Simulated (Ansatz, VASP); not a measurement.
**One calculation of BaTiO3, two programs**

The input POSCAR:

```
BaTiO3
1.0
    3.9855000000      0.0000000000      0.0000000000
    0.0000000000      2.8369000000      2.8451500000
    0.0000000000     -2.8369000000      2.8451500000
Ba Ti O
1 1 3
Direct
    0.0000000000      0.0000000000      0.0000000000
    0.5000000000      0.5124000000      0.5124000000
    0.0000000000      0.4874000000      0.4874000000
    0.5000000000      0.5052400000      0.9918400000
    0.5000000000      0.9918400000      0.5052400000
```

The input INCAR.step1:

```
PREC = Accurate
ENCUT = 520
ISMEAR = 1
SIGMA = 0.01
LREAL = F
LASPH = T
NELM = 60
NBANDS = 28
GGA = PE
ALGO = Normal
EDIFF = 1E-4
LWAVE = T
LCHARG = F
```

Contents of INCAR.step2:

```
PREC = Accurate
ENCUT = 520
EDIFF = 1E-7
ISMEAR = 1
SIGMA = 0.01
LREAL = F
LASPH = T
NELM = 60
ALGO = Normal
ISIF = 2
LWAVE = F
LCHARG = F
METAGGA = R2SCAN
LMIXTAU = T
NBANDS = 28
ISTART = 1
```

KPOINTS

```
Automatic mesh
0
Gamma
  6 6 6
```

Input for Ansatz:

```yaml
crystal:
  lattice:
    - [3.9855, 0.0, 0.0]
    - [0.0, 2.8369, 2.84515]
    - [0.0, -2.8369, 2.84515]
  atoms:
    - { symbol: Ba, position: [0.0, 0.0, 0.0] }
    - { symbol: Ti, position: [0.5, 0.5124, 0.5124] }
    - { symbol: O, position: [0.0, 0.4874, 0.4874] }
    - { symbol: O, position: [0.5, 0.50524, 0.99184] }
    - { symbol: O, position: [0.5, 0.99184, 0.50524] }
basis:
  ecutwfc: 530.0
kpoints:
  mp_grid:
    grid: [6, 6, 6]
hamiltonian:
  xc: r2scan
  hubbard:
    - { species: Ti, l: d, u_eff: 0.0 }
scf:
  occupations:
    method: methfessel_paxton
    width: 0.01
output:
  eigenvalues: true
```

Alike in both runs: task single point; functional r2SCAN; k mesh 6 × 6 × 6; occupations methfessel-paxton of order 1, width 0.01 eV; no spin polarisation.

```csv
,VASP,Ansatz
version,VASP 6.6.1,Ansatz 0.2.0
potentials or method,"VASP PAW PBE potentials, release 64 (Ba_sv, Ti_sv, O), cutoff 520 eV","plane waves, PAW"
valence electrons in the cell,40,40
```

|  | VASP | Ansatz | Ansatz less VASP |
| --- | --- | --- | --- |
| gap on the k mesh at the Fermi level (eV) | 2.24 | 2.26 | +0.023 |

VASP's potentials were made for PBE, not for r2SCAN.

Spin-orbit coupling is off throughout.
